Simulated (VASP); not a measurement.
# MoS2 (P6_3/mmc) in VASP: a series of runs, part 2 of 2

VASP 6.6.1. The steps go on from the part before.

### 3 Relaxation of cell and atoms, LDA

This run uses another cell than the first one, of 17.31 Å³/atom, 1.019 times its volume.

The input, INCAR:

```
SYSTEM = MoS2
PREC     = Accurate       ! precision mode
ENCUT    = 600            ! plane-wave cutoff, eV
EDIFF    = 1E-7           ! SCF threshold, eV
ISMEAR   = 0              ! smearing method
SIGMA    = 0.02           ! smearing width, eV
LREAL    = .False.        ! projectors in reciprocal space
LASPH    = .True.         ! aspherical terms in the spheres
NELM     = 100            ! most SCF steps
ALGO     = Normal         ! electronic algorithm
ISIF     = 3              ! what is computed and relaxed
LWAVE    = .False.        ! write WAVECAR
LCHARG   = .False.        ! write CHGCAR
GGA      = CA             ! functional
IBRION   = 2              ! ionic algorithm
NSW      = 70             ! ionic steps
EDIFFG   = -0.005         ! ionic threshold
```

The input, KPOINTS:

```
Automatic mesh
0
Gamma
  12 12 4
  0 0 0
```

The input, POSCAR:

```
MoS2
1.0
    3.1491697115      0.0000000000      0.0000000000
   -1.5745848558      2.7272609710      0.0000000000
    0.0000000000      0.0000000000     12.0898517008
Mo S
2 4
Direct
    0.3333333333      0.6666666667      0.2500000000
    0.6666666667      0.3333333333      0.7500000000
    0.3333333333      0.6666666667      0.6204901692
    0.6666666667      0.3333333333      0.1204901692
    0.3333333333      0.6666666667      0.8795098308
    0.6666666667      0.3333333333      0.3795098308
```

Potentials or basis: VASP PAW LDA potentials, release 64 (Mo_sv, S).

Launch:

```console
$ cat potpaw_LDA.64/Mo_sv/POTCAR potpaw_LDA.64/S/POTCAR > POTCAR
$ mpirun -np 1 vasp_std > vasp.out
```

OUTCAR:

```text
SYSTEM = MoS2
   PREC = Accurate
   ENCUT = 600
   EDIFF = 1E-7
   ISMEAR = 0
   LREAL = .False.
   LASPH = .True.
   NELM = 100
   ISIF = 3
   GGA = CA
   IBRION = 2
   NSW = 70
   EDIFFG = -0.005

 ion  position               nearest neighbor table
   1  0.333  0.667  0.250-   4 2.40   6 2.40   4 2.40   6 2.40   4 2.40   6 2.40
   2  0.667  0.333  0.750-   3 2.40   5 2.40   3 2.40   5 2.40   3 2.40   5 2.40
   3  0.333  0.667  0.620-   2 2.40   2 2.40   2 2.40
   4  0.667  0.333  0.120-   1 2.40   1 2.40   1 2.40
   5  0.333  0.667  0.880-   2 2.40   2 2.40   2 2.40
   6  0.667  0.333  0.380-   1 2.40   1 2.40   1 2.40

  LATTYP: Found a hexagonal cell.
 ALAT       =     3.1491697115
 C/A-ratio  =     3.8390600725

  Lattice vectors:

 A1 = (   3.1491697115,   0.0000000000,   0.0000000000)
 A2 = (  -1.5745848558,   2.7272609710,   0.0000000000)
 A3 = (   0.0000000000,   0.0000000000,  12.0898517008)

Analysis of symmetry for initial positions (statically):
=====================================================================
 Subroutine PRICEL returns:
 Original cell was already a primitive cell.

 Routine SETGRP: Setting up the symmetry group for a
 hexagonal supercell.
[... 188 lines left out ...]
  in kB      -36.4870190    -36.4870190    -37.4683822      0.0000000     -0.0000000      0.0000000
  external PRESSURE =     -36.8141401 kB  Pullay stress =       0.0000000 kB
[... 101 lines left out ...]
  FREE ENERGIE OF THE ION-ELECTRON SYSTEM (eV)
  ---------------------------------------------------
  free  energy   TOTEN  =       -48.9593312210 eV

  energy  without entropy=      -48.9593312210  energy(sigma->0) =      -48.95933122

[... ionic steps 4 to 12 ...]

--------------------------------------- Ionic step       13  -------------------------------------------

 number of electron      51.9999998 magnetization

------------------------ aborting loop because EDIFF is reached ----------------------------------------
[... 75 lines left out ...]
--------------------------------------- Ionic step       15  -------------------------------------------

 number of electron      51.9999999 magnetization

 Free energy of the ion-electron system (eV)
  ---------------------------------------------------
  ext. energy  EPLUGINS =         0.00000000
  ---------------------------------------------------
  free energy    TOTEN  =       -48.96047371 eV

  energy without entropy =      -48.96047371  energy(sigma->0) =      -48.96047371

 E-fermi :   8.1955     XC(G=0): -11.3730

 val. band max:        8.0457451166   @ k =   0.0000   0.0000   0.0000
 cond. band min:       8.7856452024   @ k =   0.1667   0.1667   0.0000
 fundamental gap:      0.7399000857
 Fermi energy:         8.1955233181

 k-point     1 :       0.0000    0.0000    0.0000
  band No.  band energies     occupation
      1     -53.1346      2.00000
      2     -53.1346      2.00000
      3     -27.5269      2.00000
      4     -27.5268      2.00000
      5     -27.2379      2.00000
      6     -27.2379      2.00000
[... 805 lines left out ...]
     30      10.0061      0.00000
     31      10.7037      0.00000

 [... further k-points ...]
[... 5 lines left out ...]
  --------------------------------------------------------------------------------------
  -------------------------------------------------------------------------------------
  Total       -0.0162311     -0.0162311     -0.0012651      0.0000000     -0.0000000      0.0000000
  in kB       -0.2547347     -0.2547347     -0.0198551      0.0000000     -0.0000000      0.0000000
  external PRESSURE =      -0.1764415 kB  Pullay stress =       0.0000000 kB
[... 21 lines left out ...]
  FREE ENERGIE OF THE ION-ELECTRON SYSTEM (eV)
  ---------------------------------------------------
  free  energy   TOTEN  =       -48.9604737123 eV

  energy  without entropy=      -48.9604737123  energy(sigma->0) =      -48.96047371

 reached required accuracy - stopping structural energy minimisation
```

OSZICAR:

```text
N       E                     dE             d eps       ncg     rms          rms(c)
DAV:   1     0.525877152423E+03    0.52588E+03   -0.31657E+04  3822   0.179E+03
DAV:   2    -0.181545446704E+02   -0.54403E+03   -0.53341E+03  4100   0.443E+02
DAV:   3    -0.511068038995E+02   -0.32952E+02   -0.32508E+02  4530   0.932E+01
[... 133 lines left out ...]
DAV:   4    -0.489604735654E+02    0.62091E-04   -0.44616E-04  4073   0.101E-01    0.454E-02
DAV:   5    -0.489604743358E+02   -0.77038E-06   -0.23908E-05  4371   0.303E-02    0.389E-02
DAV:   6    -0.489604752154E+02   -0.87966E-06   -0.81445E-06  3996   0.155E-02    0.113E-02
DAV:   7    -0.489604737192E+02    0.14962E-05   -0.56634E-06  4181   0.105E-02    0.281E-03
DAV:   8    -0.489604737123E+02    0.68603E-08   -0.21295E-07  3041   0.224E-03
  15 F= -.48960474E+02 E0= -.48960474E+02  d E =-.936841E-04
```

Wall time 13 min (1 thread of Intel Xeon 6975P-C (Granite Rapids), shared host); peak memory 0.35 GiB.

Results:

```yaml
Free_energy: -48.9605 eV
Relaxed_volume: 17.01 Å³/atom
Relaxed_cell: a = 3.124 Å, b = 3.124 Å, c = 12.080 Å, α = 90.00°, β = 90.00°, γ = 120.00°
Space_group_after_relaxing_to_0.05_Å: P6_3/mmc (No. 194)
Energy_gained_by_relaxing: 4.7 meV/atom
Ionic_steps: 15
Pressure_after_relaxing: 0.0 GPa
Largest_force_after_relaxing: 0.004 eV/Å
Band_gap_on_the_k_mesh: 0.74 eV, indirect (least direct gap 1.76 eV)
```

Forces in eV/Å, atoms in the order of the input:
```
Mo   0.000  0.000  0.000
Mo   0.000  0.000  0.000
S    0.000  0.000 -0.004
S    0.000  0.000 -0.004
S    0.000  0.000  0.004
S    0.000  0.000  0.004
```

Step by step:
| step | energy change (eV) | largest force (eV/Å) | pressure (GPa) | volume (Å³) |
| --- | --- | --- | --- | --- |
| 1 | 0.0000 | 0.3848 | -3.68 | 103.83 |
| 2 | 0.0999 | 1.0280 | 8.62 | 97.97 |
| 3 | -0.0272 | 0.0306 | -0.15 | 101.93 |
| 4 | -0.0272 | 0.0393 | -0.08 | 101.89 |
| 5 | -0.0282 | 0.0107 | 0.04 | 101.70 |
| 6 | -0.0282 | 0.0091 | 0.03 | 101.71 |
| 7 | -0.0282 | 0.0081 | 0.04 | 101.71 |
| 8 | -0.0282 | 0.0130 | -0.01 | 101.76 |
| 9 | -0.0282 | 0.0233 | -0.13 | 101.87 |
| 10 | -0.0282 | 0.0202 | -0.10 | 101.83 |
| 11 | -0.0283 | 0.0193 | -0.09 | 101.84 |
| 12 | -0.0283 | 0.0176 | -0.09 | 101.86 |
| 13 | -0.0283 | 0.0146 | -0.07 | 101.89 |
| 14 | -0.0283 | 0.0085 | -0.06 | 101.96 |
| 15 | -0.0283 | 0.0040 | -0.02 | 102.09 |

Final structure:
```yaml
crystal:
  lattice:
    - [3.12386, 0.00000, 0.00000]
    - [-1.56193, 2.70534, 0.00000]
    - [0.00000, 0.00000, 12.07976]
  atoms:
    - { symbol: Mo, position: [0.33333, 0.66667, 0.25000] }
    - { symbol: Mo, position: [0.66667, 0.33333, 0.75000] }
    - { symbol: S, position: [0.33333, 0.66667, 0.62134] }
    - { symbol: S, position: [0.66667, 0.33333, 0.12134] }
    - { symbol: S, position: [0.33333, 0.66667, 0.87866] }
    - { symbol: S, position: [0.66667, 0.33333, 0.37866] }
```

A k mesh can miss the band edges. Zero-point motion and thermal expansion aren't in these numbers.
